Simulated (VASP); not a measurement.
Input of a VASP 6.6.1 run:

The input INCAR:

```
SYSTEM = SnO2
  ALGO = Normal
  EDIFF = 1E-7
  ENCUT = 520
  GGA = PE
  ISIF = 2
  ISMEAR = 0
  LASPH = .True.
  LCHARG = .False.
  LREAL = .False.
  LWAVE = .False.
  NBANDS = 35
  NELM = 60
  PREC = Accurate
  SIGMA = 0.05
```

File KPOINTS:

```
k-points
0
Gamma
  6 6 8
  0 0 0
```

Contents of POSCAR:

```
SnO2
1.0
    4.8277049966      0.0000000000      0.0000000000
    0.0000000000      4.8277049966      0.0000000000
    0.0000000000      0.0000000000      3.2379909407
Sn O
2 4
Direct
    0.0000000000      0.0000000000      0.0000000000
    0.5000000000      0.5000000000      0.5000000000
    0.3112336329      0.3112336329     -0.0119665664
    0.1933949133      0.8066050867      0.5000000000
    0.6933949133      0.6933949133      0.0000000000
    0.8066050867      0.1933949133      0.5000000000
```

Potentials or basis: VASP PAW PBE potentials, release 64 (Sn_d, O).

Run with:

```sh
$ cat potpaw_PBE.64/Sn_d/POTCAR potpaw_PBE.64/O/POTCAR > POTCAR
$ mpirun -np 1 vasp_std > vasp.out
```

**Question.** Estimate the pressure.

**Answer.** 1.0 GPa.

**Question.** Estimate the largest force.

**Answer.** 0.859 eV/Å.

**Question.** What does it give for the band gap on the k mesh?

**Answer.** 0.69 eV, direct.

Stress tensor (GPa, compression positive):
```
 0.78 -0.05 -0.44
-0.05  0.78 -0.44
-0.44 -0.44  1.33
```

Caveat: the cell differs from its parent crystal (atom 3 (O) moved +0.050 Å towards its neighbour atom 2 (Sn) at 2.089 Å); spin-orbit coupling is left out, which moves the levels of the heavy elements.
